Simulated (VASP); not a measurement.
A run of VASP 6.6.1 is set up as follows.

The input POSCAR:

```
P
1.0
    1.6998393003      0.9814026776      3.1766252123
   -1.6998393003      0.9814026776      3.1766252123
    0.0000000000     -1.9628053552      3.1766252123
P
2
Direct
    0.2270802500      0.2270802500      0.2270802500
    0.7729197500      0.7729197500      0.7729197500
```

INCAR.step1

```
  PREC = Accurate
  ENCUT = 520
  ISMEAR = 0
  SIGMA = 0.15
  LREAL = F
  LASPH = T
  NELM = 80
  NBANDS = 12
  GGA = PE
  ALGO = Normal
  EDIFF = 1E-4
  LWAVE = T
  LCHARG = F
```

File INCAR.step2:

```
  PREC = Accurate
  ENCUT = 520
  EDIFF = 1E-6
  ISMEAR = 0
  SIGMA = 0.15
  LREAL = F
  LASPH = T
  NELM = 80
  ALGO = Normal
  ISIF = 2
  LWAVE = F
  LCHARG = T
  METAGGA = R2SCAN
  LMIXTAU = T
  LELF = T
  LVHAR = T
  NBANDS = 12
  ISTART = 1
```

Contents of KPOINTS:

```
Automatic mesh
0
Gamma
  18 18 18
```

Potentials or basis: VASP PAW PBE potentials, release 64 (P).

The run is started by

```bash
$ cat potpaw_PBE.64/P/POTCAR > POTCAR
$ cp INCAR.step1 INCAR
$ mpirun -np 1 vasp_std > vasp.out
$ cp INCAR.step2 INCAR
$ mpirun -np 1 vasp_std > vasp.out
```

Problem. Predict the largest force.

Solution. 0.005 eV/Å.

Problem. What does it give for the pressure?

Solution. 2.4 GPa.

Forces in eV/Å, atoms in the order of the input:
```
P    0.000  0.000 -0.005
P    0.000  0.000  0.005
```

Caveat: the cell differs from its parent crystal (strain -0.015 along x and y, +0.015 along z); the PAW data sets were made with another functional, which shifts forces and pressure a little.
